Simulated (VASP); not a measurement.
# MgBe2Te2O (P-3m1) in VASP: a series of runs

The runs below take MgBe2Te2O through relaxation of cell and atoms, single point, with PBE.

Program: VASP 6.6.1. These are calculated values, not measurements. Logs are shortened: lines on timing, memory, paths and dates and some standing lists are left out, and cuts for length are marked.

**1. The cell of the first run**

The structure is trigonal, space group P-3m1 (No. 164). The conventional cell has a = 4.041 Å, b = 4.041 Å, c = 6.785 Å, α = 90.00°, β = 90.00°, γ = 120.00°. Within 3.4 Å of Mg (site symmetry -3m) lie 6 Be at 2.57 Å and 6 Te at 2.81 Å and 2 O at 3.39 Å. Within 3.1 Å of Be (site symmetry 3m) lie 4 Te at 2.38 to 2.66 Å and 3 Mg at 2.57 Å. Te (site symmetry 3m) has 4 Be at 2.38 to 2.66 Å and 3 Mg at 2.81 Å and 3 O at 2.96 Å within 3.1 Å. O (site symmetry -3m) has 6 Te at 2.96 Å and 6 Be at 3.28 Å and 2 Mg at 3.39 Å within 3.9 Å.

**2. Relaxation of cell and atoms, PBE**

INCAR reads:

```
  PREC = Accurate
  ENCUT = 600
  EDIFF = 1E-7
  ISMEAR = 0
  SIGMA = 0.1
  LREAL = F
  LASPH = T
  NELM = 80
  ALGO = Normal
  ISIF = 3
  LWAVE = F
  LCHARG = F
  GGA = PE
  IBRION = 2
  NSW = 90
  EDIFFG = -0.04
```

KPOINTS reads:

```
Automatic mesh
0
Gamma
  6 6 4
```

POSCAR reads:

```
MgBe2Te2O
1.0
    4.0409037400      0.0000000000      0.0000000000
   -2.0204518700      3.4995253000      0.0000000000
    0.0000000000      0.0000000000      6.7846300900
Mg Be Te O
1 2 2 1
Direct
    0.0000000000      0.0000000000      0.5000000000
    0.3333333300      0.6666666700      0.3393990100
    0.6666666700      0.3333333300      0.6606009900
    0.3333333300      0.6666666700      0.7311559900
    0.6666666700      0.3333333300      0.2688440100
    0.0000000000      0.0000000000      0.0000000000
```

Potentials or basis: VASP PAW PBE potentials, release 64 (Mg, Be, Te, O).

Started as:

```
> cat potpaw_PBE.64/Mg/POTCAR potpaw_PBE.64/Be/POTCAR potpaw_PBE.64/Te/POTCAR potpaw_PBE.64/O/POTCAR > POTCAR
> mpirun -np 1 vasp_std > vasp.out
```

OUTCAR:

```text
PREC = Accurate
   ENCUT = 600
   EDIFF = 1E-7
   ISMEAR = 0
   LREAL = F
   LASPH = T
   NELM = 80
   ISIF = 3
   GGA = PE
   IBRION = 2
   NSW = 90
   EDIFFG = -0.04

 ion  position               nearest neighbor table
   1  0.000  0.000  0.500-   2 2.57   3 2.57   3 2.57   2 2.57   3 2.57   2 2.57   4 2.81   5 2.81
                             5 2.81   4 2.81   4 2.81   5 2.81
   2  0.333  0.667  0.339-   5 2.38   5 2.38   5 2.38   1 2.57   1 2.57   1 2.57   4 2.66
   3  0.667  0.333  0.661-   4 2.38   4 2.38   4 2.38   1 2.57   1 2.57   1 2.57   5 2.66
   4  0.333  0.667  0.731-   3 2.38   3 2.38   3 2.38   2 2.66   1 2.81   1 2.81   1 2.81
   5  0.667  0.333  0.269-   2 2.38   2 2.38   2 2.38   3 2.66   1 2.81   1 2.81   1 2.81
   6  0.000  0.000  0.000-

  LATTYP: Found a hexagonal cell.
 ALAT       =     4.0409037400
 C/A-ratio  =     1.6789882973

  Lattice vectors:

 A1 = (   4.0409037400,   0.0000000000,   0.0000000000)
 A2 = (  -2.0204518700,   3.4995253000,   0.0000000000)
 A3 = (   0.0000000000,   0.0000000000,   6.7846300900)

Analysis of symmetry for initial positions (statically):
=====================================================================
 Subroutine PRICEL returns:
 Original cell was already a primitive cell.

 Routine SETGRP: Setting up the symmetry group for a
 hexagonal supercell.

 Subroutine GETGRP returns: Found 12 space group operations
 (whereof 12 operations were pure point group operations)
 out of a pool of 24 trial point group operations.

The static configuration has the point symmetry D_3d.

Analysis of symmetry for dynamics (positions and initial velocities):
=====================================================================
 Subroutine PRICEL returns:
 Original cell was already a primitive cell.

 Routine SETGRP: Setting up the symmetry group for a
 hexagonal supercell.

 Subroutine GETGRP returns: Found 12 space group operations
 (whereof 12 operations were pure point group operations)
 out of a pool of 24 trial point group operations.

The dynamic configuration has the point symmetry D_3d.

 Subroutine INISYM returns: Found 12 space group operations
 (whereof 12 operations are pure point group operations),
 and found     1 'primitive' translations

----------------------------------------------------------------------------------------

                                     Primitive cell

  volume of cell :      95.9431

  direct lattice vectors                    reciprocal lattice vectors
     4.040903740  0.000000000  0.000000000     0.247469394  0.142876521  0.000000000
    -2.020451870  3.499525300  0.000000000     0.000000000  0.285753042  0.000000000
     0.000000000  0.000000000  6.784630090     0.000000000  0.000000000  0.147391971

  length of vectors
     4.040903740  4.040903746  6.784630090     0.285753042  0.285753042  0.147391971

  position of ions in fractional coordinates (direct lattice)
     0.000000000  0.000000000  0.500000000
     0.333333330  0.666666670  0.339399010
     0.666666670  0.333333330  0.660600990
     0.333333330  0.666666670  0.731155990
     0.666666670  0.333333330  0.268844010
     0.000000000  0.000000000  0.000000000

  ion indices of the primitive-cell ions
   primitive index   ion index
                 1           1
                 2           2
                 3           3
                 4           4
                 5           5
                 6           6

----------------------------------------------------------------------------------------

 KPOINTS: Automatic mesh

Automatic generation of k-mesh.
 Grid dimensions read from file:
 generate k-points for:    6    6    4

 Generating k-lattice:

  Cartesian coordinates                     Fractional coordinates (reciprocal lattice)
     0.041244899  0.023812753  0.000000000     0.166666667  0.000000000  0.000000000
     0.000000000  0.047625507  0.000000000     0.000000000  0.166666667  0.000000000
     0.000000000  0.000000000  0.036847993     0.000000000  0.000000000  0.250000000

  Length of vectors
     0.047625507  0.047625507  0.036847993

  Shift w.r.t. Gamma in fractional coordinates (k-lattice)
     0.000000000  0.000000000  0.000000000

 Subroutine IBZKPT returns following result:
 ===========================================

 Found     24 irreducible k-points:

 Following reciprocal coordinates:
            Coordinates               Weight
  0.000000  0.000000  0.000000      1.000000
  0.166667 -0.000000  0.000000      6.000000
  0.333333  0.000000  0.000000      6.000000
  0.500000  0.000000  0.000000      3.000000
  0.166667  0.166667  0.000000      6.000000
  0.333333  0.166667  0.000000     12.000000
[... 16 lines left out ...]
  0.333333  0.166667  0.500000     12.000000
  0.333333  0.333333  0.500000      2.000000
   k-points           NKPTS =     24   k-points in BZ     NKDIM =     24   number of bands    NBANDS=     16
[... 33 lines left out ...]
   EFERMI_NEDOS =   21; number of points for ismear=-14 and -15
   IALGO  =     38    algorithm
   IMIX   =      4    mixing-type and parameters
     AMIX     =   0.40;   BMIX     =  1.00
     AMIX_MAG =   1.60;   BMIX_MAG =  1.00
  volume/ion in A,a.u.               =      15.99       107.91
  Fermi-wavevector in a.u.,A,eV,Ry     =   1.031511  1.949274 14.476809  1.064015
  Thomas-Fermi vector in A             =   2.165663
   LORBIT       =      0    0 simple, 1 ext, 2 COOP (PROOUT), +10 PAW based schemes
   GGA     = PE    functional components
   LHFCALC =     F    Hartree Fock is set to
   AEXX    =    0.0000 exact exchange contribution
   IVDW    =     0    specifies the selected vdW correction
   LEPSILON=     F    determine dielectric tensor
   LRPA    =     F    only Hartree local field effects (RPA)
 conjugate gradient relaxation of ions
 non-spin polarized calculation
 Gauss-broadening in eV      SIGMA  =   0.10
  energy-cutoff  :      600.00
  volume of cell :       95.94
 maximum number of plane-waves:      3216
   NGX = 17   NGY = 17   NGZ = 27

--------------------------------------- Ionic step        1  -------------------------------------------

 number of electron      24.0000002 magnetization

 Free energy of the ion-electron system (eV)
  ---------------------------------------------------
  ext. energy  EPLUGINS =         0.00000000
  ---------------------------------------------------
  free energy    TOTEN  =       -17.55979293 eV

  energy without entropy =      -17.53811482  energy(sigma->0) =      -17.54895387

------------------------ aborting loop because EDIFF is reached ----------------------------------------

  FORCE on cell =-STRESS in cart. coord.  units (eV):
  Direction    XX          YY          ZZ          XY          YZ          ZX
  --------------------------------------------------------------------------------------
  -------------------------------------------------------------------------------------
  Total        7.9718266      7.9718266      6.3832652      0.0000000      0.0000000      0.0000000
  in kB      133.1234635    133.1234640    106.5956928      0.0000000      0.0000000      0.0000000
  external PRESSURE =     124.2808734 kB  Pullay stress =       0.0000000 kB
[... 101 lines left out ...]
  FREE ENERGIE OF THE ION-ELECTRON SYSTEM (eV)
  ---------------------------------------------------
  free  energy   TOTEN  =       -18.6456042685 eV

  energy  without entropy=      -18.6291374427  energy(sigma->0) =      -18.63737086

 E-fermi :   6.5843     XC(G=0): -10.0225

 val. band max:        6.4485704955   @ k =   0.3333   0.3333   0.0000
 cond. band min:       6.6795207473   @ k =   0.5000   0.0000   0.5000
 fundamental gap:      0.2309502518
 Fermi energy:         6.5843344195

 k-point     1 :       0.0000    0.0000    0.0000
  band No.  band energies     occupation
      1      -9.9732      2.00000
      2      -5.7771      2.00000
      3      -5.6206      2.00000
      4       0.2876      2.00000
      5       4.1144      2.00000
      6       4.1844      2.00000
[... 8 lines left out ...]
     15       8.7545      0.00000
     16       8.9190      0.00000
[... 420 lines left out ...]
  band No.  band energies     occupation
      1      -9.5201      2.00000
      2      -4.9465      2.00000
      3      -4.9465      2.00000
      4       0.3964      2.00000
      5       0.3964      2.00000
      6       0.7009      2.00000
[... 8 lines left out ...]
     15       9.1127      0.00000
     16      11.4094      0.00000

[... ionic steps 4 to 18 ...]

--------------------------------------- Ionic step       19  -------------------------------------------

 number of electron      24.0000002 magnetization

------------------------ aborting loop because EDIFF is reached ----------------------------------------

  FORCE on cell =-STRESS in cart. coord.  units (eV):
  Direction    XX          YY          ZZ          XY          YZ          ZX
  --------------------------------------------------------------------------------------
  -------------------------------------------------------------------------------------
  Total        0.1476235      0.1476235      0.3027503      0.0000000      0.0000000      0.0000000
  in kB        2.2626067      2.2626067      4.6402171      0.0000000      0.0000000      0.0000000
  external PRESSURE =       3.0551435 kB  Pullay stress =       0.0000000 kB
[... 65 lines left out ...]
  energy  without entropy=      -19.4734362111  energy(sigma->0) =      -19.47571213

--------------------------------------- Ionic step       21  -------------------------------------------

 number of electron      23.9999999 magnetization

 Free energy of the ion-electron system (eV)
  ---------------------------------------------------
  ext. energy  EPLUGINS =         0.00000000
  ---------------------------------------------------
  free energy    TOTEN  =       -19.47910740 eV

  energy without entropy =      -19.47442186  energy(sigma->0) =      -19.47676463

 E-fermi :   6.0752     XC(G=0):  -9.8148

 val. band max:        6.0139403781   @ k =   0.3333   0.1667   0.2500
 cond. band min:       6.2209295915   @ k =   0.5000   0.0000   0.0000
 fundamental gap:      0.2069892133
 Fermi energy:         6.0752460347

 k-point     1 :       0.0000    0.0000    0.0000
  band No.  band energies     occupation
      1     -10.4145      2.00000
      2      -6.3053      2.00000
      3      -6.2073      2.00000
      4       0.1682      2.00000
      5       2.9928      2.00000
      6       3.8850      2.00000
[... 8 lines left out ...]
     15       8.9080      0.00000
     16       8.9358      0.00000
[... 468 lines left out ...]
  FREE ENERGIE OF THE ION-ELECTRON SYSTEM (eV)
  ---------------------------------------------------
  free  energy   TOTEN  =       -19.4791074029 eV

  energy  without entropy=      -19.4744218606  energy(sigma->0) =      -19.47676463

 reached required accuracy - stopping structural energy minimisation
```

Run time: 5.8 min. Hardware: 1 thread of Intel Xeon 6975P-C (Granite Rapids), shared host; peak memory 0.28 GiB.

Results:

```yaml
Free_energy: -19.4791 eV
Relaxed_volume: 17.53 Å³/atom
Relaxed_cell: a = 3.950 Å, b = 3.950 Å, c = 7.785 Å, α = 90.00°, β = 90.00°, γ = 120.00°
Space_group_after_relaxing_to_0.05_Å: P-3m1 (No. 164)
Energy_gained_by_relaxing: 319.9 meV/atom
Ionic_steps: 21
Pressure_after_relaxing: 0.0 GPa
Largest_force_after_relaxing: 0.019 eV/Å
Band_gap_on_the_k_mesh: zero (band 12 reaches 6.01 eV, above the bottom of band 13 at 5.98 eV)
```

Forces on the atoms (eV/Å):
```
Mg   0.000  0.000  0.000
Be   0.000  0.000 -0.003
Be   0.000  0.000  0.003
Te   0.000  0.000 -0.019
Te   0.000  0.000  0.019
O    0.000  0.000  0.000
```

Step by step:
```tsv
step	energy change (eV)	largest force (eV/Å)	pressure (GPa)	volume (Å³)
1	0.0000	3.4646	12.43	95.94
2	-1.0796	1.1041	-4.26	114.21
3	-1.0858	1.2709	-3.34	112.59
4	-1.3606	1.0270	-2.73	108.86
5	-1.7209	0.4628	1.95	98.10
6	-1.7357	0.1928	0.13	101.02
7	-1.7449	0.1714	0.73	99.95
8	-1.7973	0.2407	0.36	100.77
9	-1.8210	0.6855	-0.21	102.61
10	-1.8304	0.5648	-0.08	102.05
11	-1.8754	0.2491	0.41	102.48
12	-1.8818	0.1995	0.69	102.68
13	-1.8930	0.1890	-0.46	104.61
14	-1.8934	0.1871	-0.68	105.03
15	-1.9030	0.1264	-0.36	104.75
16	-1.9094	0.1888	0.19	104.30
17	-1.9152	0.0679	-0.02	104.69
18	-1.9167	0.0348	-0.19	105.00
19	-1.9182	0.0320	0.31	104.53
20	-1.9182	0.0320	0.26	104.58
21	-1.9193	0.0194	0.04	105.18
```

Final structure:
```cif
data_structure
_symmetry_space_group_name_H-M 'P 1'
_symmetry_Int_Tables_number 1
_cell_length_a 3.9497
_cell_length_b 3.9497
_cell_length_c 7.7854
_cell_angle_alpha 90.000
_cell_angle_beta 90.000
_cell_angle_gamma 120.000
_cell_volume 105.18
loop_
_atom_site_label
_atom_site_type_symbol
_atom_site_fract_x
_atom_site_fract_y
_atom_site_fract_z
_atom_site_occupancy
Mg1 Mg 0.00000 0.00000 0.50000 1
Be1 Be 0.33333 0.66667 0.30242 1
Be2 Be 0.66667 0.33333 0.69758 1
Te1 Te 0.33333 0.66667 0.79737 1
Te2 Te 0.66667 0.33333 0.20263 1
O1 O 0.00000 0.00000 0.00000 1
```

Caveat: spin-orbit coupling is left out, which moves the levels of the heavy elements.

**3. Single point, PBE**

This run uses another cell than the first one, of 17.59 Å³/atom, 1.100 times its volume.

INCAR reads:

```
SYSTEM = MgBe2Te2O
PREC = Accurate ; ENCUT = 520
EDIFF = 1E-7 ; ISMEAR = 0
SIGMA = 0.1 ; LREAL = .False.
LASPH = .True. ; NELM = 100
ALGO = Normal ; ISIF = 2
LWAVE = .False. ; LCHARG = .False.
GGA = PE ; NBANDS = 21
```

KPOINTS reads:

```
regular mesh
0
Gamma
  12 12 6
  0 0 0
```

POSCAR reads:

```
MgBe2Te2O
1.0
    3.9510018125      0.0000000000      0.0000000000
   -1.9755009063      3.4216679401      0.0000000000
    0.0000000000      0.0000000000      7.8082759567
Mg Be Te O
1 2 2 1
Direct
    0.0000000000      0.0000000000      0.5000000000
    0.3333333333      0.6666666667      0.3016454652
    0.6666666667      0.3333333333      0.6983545348
    0.3333333333      0.6666666667      0.7965958198
    0.6666666667      0.3333333333      0.2034041802
    0.0000000000      0.0000000000      0.0000000000
```

Potentials or basis: VASP PAW PBE potentials, release 64 (Mg, Be, Te, O).

Started as:

```
> cat potpaw_PBE.64/Mg/POTCAR potpaw_PBE.64/Be/POTCAR potpaw_PBE.64/Te/POTCAR potpaw_PBE.64/O/POTCAR > POTCAR
> mpirun -np 1 vasp_std > vasp.out
```

It took 2.4 min on 1 thread of Intel Xeon 6975P-C (Granite Rapids), shared host; peak memory 0.39 GiB.

Results (log left out):

```
Free energy            : -19.4963 eV
Pressure               : 0.0 GPa
Largest force          : 0.039 eV/Å
Band gap on the k mesh : zero (band 12 reaches 6.05 eV, above the bottom of band 13 at 5.96 eV)
```

Forces in eV/Å, atoms in the order of the input:
```
Mg   0.000  0.000  0.000
Be   0.000  0.000  0.025
Be   0.000  0.000 -0.025
Te   0.000  0.000  0.039
Te   0.000  0.000 -0.039
O    0.000  0.000  0.000
```

Levels at points of the mesh, in eV from the Fermi level:
| k point | band 9 | band 10 | band 11 | band 12 | band 13 | band 14 | band 15 | band 16 |
| --- | --- | --- | --- | --- | --- | --- | --- | --- |
| (0.00, 0.00, 0.00) | -1.80 | -0.77 | -0.77 | -0.51 | 0.23 | 2.77 | 2.77 | 2.79 |
| (0.50, 0.00, 0.00) | -2.76 | -1.57 | -0.96 | -0.36 | 0.07 | 1.14 | 1.20 | 2.64 |
| (0.00, 0.00, 0.50) | -1.59 | -1.12 | -0.98 | -0.98 | 1.82 | 2.33 | 2.47 | 2.47 |
| (0.50, 0.00, 0.50) | -3.15 | -2.08 | -0.68 | -0.59 | -0.14 | 1.16 | 1.68 | 2.20 |

Caveat: spin-orbit coupling is left out, which moves the levels of the heavy elements.

**4. Relaxation of cell and atoms, PBE**

This run uses another cell than the first one, of 17.54 Å³/atom, 1.097 times its volume.

INCAR reads:

```
SYSTEM = MgBe2Te2O
ALGO = Normal
EDIFF = 1E-6
EDIFFG = -0.01
ENCUT = 600
GGA = PE
IBRION = 2
ISIF = 3
ISMEAR = 0
LASPH = .TRUE.
LCHARG = .FALSE.
LREAL = .FALSE.
LWAVE = .FALSE.
NELM = 100
NSW = 100
PREC = Accurate
SIGMA = 0.1
```

KPOINTS reads:

```
k-points
0
G
  12 12 6
  0 0 0
```

POSCAR reads:

```
MgBe2Te2O
1.0
    3.9507099966      0.0000000000      0.0000000000
   -1.9753549983      3.4214152200      0.0000000000
    0.0000000000      0.0000000000      7.7848514413
Mg Be Te O
1 2 2 1
Direct
    0.0000000000      0.0000000000      0.5000000000
    0.3333333333      0.6666666667      0.2999205891
    0.6666666667      0.3333333333      0.7000794109
    0.3333333333      0.6666666667      0.7969544455
    0.6666666667      0.3333333333      0.2030455545
    0.0000000000      0.0000000000      0.0000000000
```

Started as:

```
> cat potpaw_PBE.64/Mg/POTCAR potpaw_PBE.64/Be/POTCAR potpaw_PBE.64/Te/POTCAR potpaw_PBE.64/O/POTCAR > POTCAR
> mpirun -np 1 vasp_std > vasp.out
```

It took 7 min on 1 thread of Intel Xeon 6975P-C (Granite Rapids), shared host; peak memory 0.46 GiB.

It converged, with:

| Property | Result |
| --- | --- |
| Free energy | -19.4978 eV |
| Relaxed volume | 17.56 Å³/atom |
| Relaxed cell | a = 3.947 Å, b = 3.947 Å, c = 7.811 Å, α = 90.00°, β = 90.00°, γ = 120.00° |
| Space group after relaxing (to 0.05 Å) | P-3m1 (No. 164) |
| Energy gained by relaxing | 0.3 meV/atom |
| Ionic steps | 10 |
| Pressure after relaxing | 0.0 GPa |
| Largest force after relaxing | 0.006 eV/Å |
| Band gap on the k mesh | zero (band 12 reaches 6.06 eV, above the bottom of band 13 at 5.96 eV) |

Forces on the atoms (eV/Å):
```
Mg   0.000  0.000  0.000
Be   0.000  0.000  0.003
Be   0.000  0.000 -0.003
Te   0.000  0.000  0.006
Te   0.000  0.000 -0.006
O    0.000  0.000  0.000
```

Stress tensor (GPa, compression positive):
```
-0.01  0.00  0.00
 0.00 -0.01  0.00
 0.00  0.00 -0.09
```

Step by step:
| step | energy change (eV) | largest force (eV/Å) | pressure (GPa) | volume (Å³) |
| --- | --- | --- | --- | --- |
| 1 | 0.0000 | 0.0539 | 0.25 | 105.23 |
| 2 | -0.0005 | 0.0348 | -0.07 | 105.65 |
| 3 | -0.0005 | 0.0339 | -0.08 | 105.66 |
| 4 | -0.0007 | 0.0303 | -0.08 | 105.61 |
| 5 | -0.0011 | 0.0224 | -0.04 | 105.47 |
| 6 | -0.0011 | 0.0345 | -0.01 | 105.40 |
| 7 | -0.0013 | 0.0180 | 0.04 | 105.32 |
| 8 | -0.0014 | 0.0110 | 0.09 | 105.23 |
| 9 | -0.0015 | 0.0055 | -0.05 | 105.42 |
| 10 | -0.0015 | 0.0057 | -0.04 | 105.37 |

Final structure:
```
Mg Be Te O
1.0
     3.94661    0.00000    0.00000
    -1.97331    3.41787    0.00000
     0.00000    0.00000    7.81145
Mg Be Te O
1 2 2 1
Cartesian
  3.9466 0.0000 3.9057
  0.0000 2.2786 2.3685
  1.9733 1.1393 5.4430
  0.0000 2.2786 6.2251
  1.9733 1.1393 1.5863
  3.9466 0.0000 0.0000
```

Levels at points of the mesh, in eV from the Fermi level:
```csv
k point,band 8,band 9,band 10,band 11,band 12,band 13,band 14,band 15,band 16
"(0.00, 0.00, 0.00)",-1.76,-1.76,-0.74,-0.74,-0.50,0.20,2.79,2.79,2.83
"(0.50, 0.00, 0.00)",-2.81,-2.77,-1.57,-0.96,-0.37,0.07,1.16,1.20,2.65
"(0.00, 0.00, 0.50)",-1.56,-1.56,-1.12,-0.96,-0.96,1.80,2.36,2.49,2.49
"(0.50, 0.00, 0.50)",-3.29,-3.12,-2.09,-0.67,-0.59,-0.14,1.17,1.69,2.23
```

Caveat: spin-orbit coupling is left out, which moves the levels of the heavy elements.

**5. The runs side by side**

| task | cell | k mesh | cutoff (eV) | gap on the mesh (eV) | pressure (GPa) | relaxed volume (Å³/atom) | largest force (eV/Å) |
| --- | --- | --- | --- | --- | --- | --- | --- |
| relaxation of cell and atoms | relaxed from a = 4.041, b = 4.041, c = 6.785 Å, angles 90.0, 90.0, 120.0°, 6 atoms | 6 × 6 × 4 | 600 | none | 0.0 | 17.53 | 0.02 |
| single point | a = 3.951, b = 3.951, c = 7.808 Å, angles 90.0, 90.0, 120.0°, 6 atoms | 12 × 12 × 6 | 520 | none | 0.0 | - | 0.04 |
| relaxation of cell and atoms | relaxed from a = 3.951, b = 3.951, c = 7.785 Å, angles 90.0, 90.0, 120.0°, 6 atoms | 12 × 12 × 6 | 600 | none | 0.0 | 17.56 | 0.01 |

Alike in all rows: level PBE; potentials or basis VASP PAW PBE potentials, release 64 (Mg, Be, Te, O); no spin polarisation; smearing gaussian 0.1 eV.

Caveats: spin-orbit coupling is left out, which moves the levels of the heavy elements.

Total energies depend on the potentials used, so only differences within one code and one set of settings carry meaning.
